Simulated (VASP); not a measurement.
Runs of VASP 6.6.1 on Si3B2. The structure is that of space group P6/mmm (No. 191), or close to it. The cells are those of the table. 

```tsv
task	cell	k mesh	cutoff (eV)	gap on the mesh (eV)	pressure (GPa)	relaxed volume (Å³/atom)	largest force (eV/Å)
single point	a = 7.608, b = 7.608, c = 2.479 Å, angles 90.0, 90.0, 120.0°, 10 atoms	6 × 6 × 16	520	none	-0.1	-	-
single point	a = 7.491, b = 7.491, c = 2.591 Å, angles 90.0, 90.0, 120.0°, 10 atoms	6 × 6 × 4	520	none	-0.1	-	-
single point	a = 4.918, b = 4.918, c = 4.851 Å, angles 90.0, 90.0, 120.0°, 10 atoms	6 × 6 × 4	520	none	460.2	-	(a)
relaxation of cell and atoms	relaxed from a = 7.647, b = 7.647, c = 2.452 Å, angles 90.0, 90.0, 120.0°, 10 atoms	6 × 6 × 16	600	none	0.0	12.42	-
relaxation of cell and atoms	relaxed from a = 4.918, b = 4.918, c = 4.851 Å, angles 90.0, 90.0, 120.0°, 10 atoms	6 × 6 × 4	600	none	0.1	12.51	0.01
```

Alike in all rows: level PBE; potentials or basis VASP PAW PBE potentials, release 64 (Si, B); no spin polarisation; smearing gaussian 0.1 eV.

Fill in the values left out.

(a) 25.16.

Caveats: some runs use coarse meshes; forces of over 1 eV/Å act on the atoms, so gaps and moduli don't describe the material at rest (some runs); the volume moved by over 15 % at a fixed basis, so the end points are rough (some runs).

A gap of «none» marks levels without a gap at the run's occupations.
